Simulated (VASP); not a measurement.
Here is a VASP 6.6.1 calculation.

Contents of INCAR:

```
  PREC = Accurate
  ENCUT = 520
  EDIFF = 1E-7
  ISMEAR = 0
  SIGMA = 0.05
  LREAL = F
  LASPH = T
  NELM = 80
  ALGO = Normal
  ISIF = 2
  LWAVE = F
  LCHARG = F
  GGA = PE
  NBANDS = 11
```

The input KPOINTS:

```
regular mesh
0
Gamma
  12 12 12
```

The input POSCAR:

```
SiC
1.0
    0.0000000000      2.2482525191      2.2482525191
    2.2482525191      0.0000000000      2.2482525191
    2.2008893327      2.2008893327      0.0473631864
Si C
1 1
Direct
    0.0000000000      0.0000000000      0.0000000000
    0.7500000000      0.7500000000      0.7500000000
```

Potentials or basis: VASP PAW PBE potentials, release 64 (Si, C).

Command:

```sh
$ cat potpaw_PBE.64/Si/POTCAR potpaw_PBE.64/C/POTCAR > POTCAR
$ mpirun -np 1 vasp_std > vasp.out
```

Q: Predict the pressure.

A: -8.8 GPa.

Q: Estimate the band gap on the k mesh.

A: 1.30 eV, indirect (least direct gap 4.29 eV).

Q: Predict the largest force.

A: 0.244 eV/Å.

Forces on the atoms (eV/Å):
```
Si  -0.141 -0.141  0.141
C    0.141  0.141 -0.141
```

A k mesh can miss the band edges. PBE gaps usually lie below the measured ones, often by a third to a half.
